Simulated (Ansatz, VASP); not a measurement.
**One calculation of SnO2, two programs**

INCAR

```
PREC     = Accurate       # precision mode
ENCUT    = 520            # plane-wave cutoff, eV
EDIFF    = 1E-7           # SCF threshold, eV
ISMEAR   = 0              # smearing method
SIGMA    = 0.05           # smearing width, eV
LREAL    = F              # projectors in reciprocal space
LASPH    = T              # aspherical terms in the spheres
NELM     = 60             # most SCF steps
ALGO     = Normal         # electronic algorithm
ISIF     = 2              # what is computed and relaxed
LWAVE    = F              # write WAVECAR
LCHARG   = T              # write CHGCAR
GGA      = PS             # functional
IVDW     = 12             # dispersion correction
LELF     = T              # ELF
LVHAR    = T            
NBANDS   = 35             # bands
```

KPOINTS

```
Automatic mesh
0
Gamma
  12 12 4
```

File POSCAR:

```
SnO2
1.0
    3.2043189132      0.0000000000      0.0000000000
   -1.6021594566      2.7750215806      0.0000000000
    0.0000000000      0.0000000000     10.1973678110
Sn O
2 4
Direct
   -0.0649382444      0.0000000000      0.5000000000
    0.0649382444      0.0000000000      0.0000000000
    0.6008064337      0.3333333333      0.4003665319
    0.7325268996      0.3333333333      0.0996334681
    0.2674731004      0.6666666667      0.5996334681
    0.3991935663      0.6666666667      0.9003665319
```

Input for Ansatz:

```yaml
crystal:
  lattice:
    - [3.2043189132, 0.0, 0.0]
    - [-1.6021594566, 2.7750215806, 0.0]
    - [0.0, 0.0, 10.197367811]
  atoms:
    - { symbol: Sn, position: [-0.0649382444, 0.0, 0.5] }
    - { symbol: Sn, position: [0.0649382444, 0.0, 0.0] }
    - { symbol: O, position: [0.6008064337, 0.3333333333, 0.4003665319] }
    - { symbol: O, position: [0.7325268996, 0.3333333333, 0.0996334681] }
    - { symbol: O, position: [0.2674731004, 0.6666666667, 0.5996334681] }
    - { symbol: O, position: [0.3991935663, 0.6666666667, 0.9003665319] }
basis:
  ecutwfc: 520.0
kpoints:
  mp_grid: { grid: [12, 12, 4] }
hamiltonian:
  xc: pbesol
  pseudopotentials: { kind: paw, azcp: { folder: soft_1 } }
  dispersion: d3bj
scf:
  occupations: { method: gaussian, width: 0.05 }
output:
  forces: true
  stress: true
  eigenvalues: true
```

Change from the starting cell: mode 1 frozen in at -0.209 Å, equal normal strain along x, y and z +0.0083.

Alike in both runs: task single point; functional PBEsol; dispersion D3(BJ); k mesh 12 × 12 × 4; occupations gaussian, width 0.05 eV; no spin polarisation.

```csv
,VASP,Ansatz
version,VASP 6.6.1,Ansatz 0.2.0
potentials or method,"VASP PAW PBE potentials, release 64 (Sn_d, O), cutoff 520 eV","scalar-relativistic, plane waves, PAW"
valence electrons in the cell,52,52
```

Ansatz gave:

| Item | Value |
| --- | --- |
| gap on the k mesh at the Fermi level (eV) | 2.03 |
| least direct gap on the mesh (eV) | 2.39 |
| pressure (GPa) | -3.6 |
| traceless stress, the component that is largest in VASP (GPa) | 1.20 |
| rms of the force components (eV/Å) | 0.127 |

**Question.** What did VASP give for the same quantities?

**Answer.** gap on the k mesh at the Fermi level (eV): 2.01; least direct gap on the mesh (eV): 2.37; pressure (GPa): -3.0; traceless stress, the component that is largest in VASP (GPa): 0.81; rms of the force components (eV/Å): 0.099.

VASP's potentials were made for PBE, not for PBEsol, and Ansatz warns of the same on its side. Atom by atom the forces differ by 0.028 eV/Å (rms over components).
